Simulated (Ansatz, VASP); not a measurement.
# Two plane-wave programs on Ba2SnC6

```xyz
9
Lattice="4.2571 0.0000 0.0000 0.0000 4.2571 0.0000 0.0000 0.0000 8.3419" Properties=species:S:1:pos:R:3 pbc="T T T"
Ba    0.0000    2.1286    4.1710
Ba    2.1286    0.0000    4.1710
Sn    2.1286    2.1286    0.0000
C     0.0000    2.1286    6.7956
C     2.1286    0.0000    6.7956
C     0.0000    2.1286    1.5463
C     2.1286    0.0000    1.5463
C     2.1286    2.1286    6.2009
C     2.1286    2.1286    2.1411
```

Alike in both runs: functional PBE; k mesh 4 × 4 × 2; occupations gaussian, width 0.1 eV; no spin polarisation.

Ansatz relaxed the structure, and its values are those at the end. VASP's run is a single point on that final structure, the one shown.

|  | VASP | Ansatz |
| --- | --- | --- |
| version | VASP 6.6.1 | Ansatz 0.2.0 |
| potentials or method | VASP PAW PBE potentials, release 64 (Ba_sv, Sn_d, C), cutoff 520 eV | scalar-relativistic, plane waves, PAW |
| valence electrons in the cell | 58 | 58 |

|  | VASP | Ansatz | Ansatz less VASP |
| --- | --- | --- | --- |
| gap on the k mesh at the Fermi level (eV) | none | none | - |
| pressure (GPa) | 2.0 | -0.1 | -2.11 |
| rms of the force components (eV/Å) | 0.072 | 0.011 | -0.0610 |

A gap of «none» marks a metal or a gap that the smearing closes. The functional is the same, so the differences come from potentials, cutoffs and numerics.

The k mesh is coarse, so the values compare programs but aren't converged. Spin-orbit coupling is off throughout.
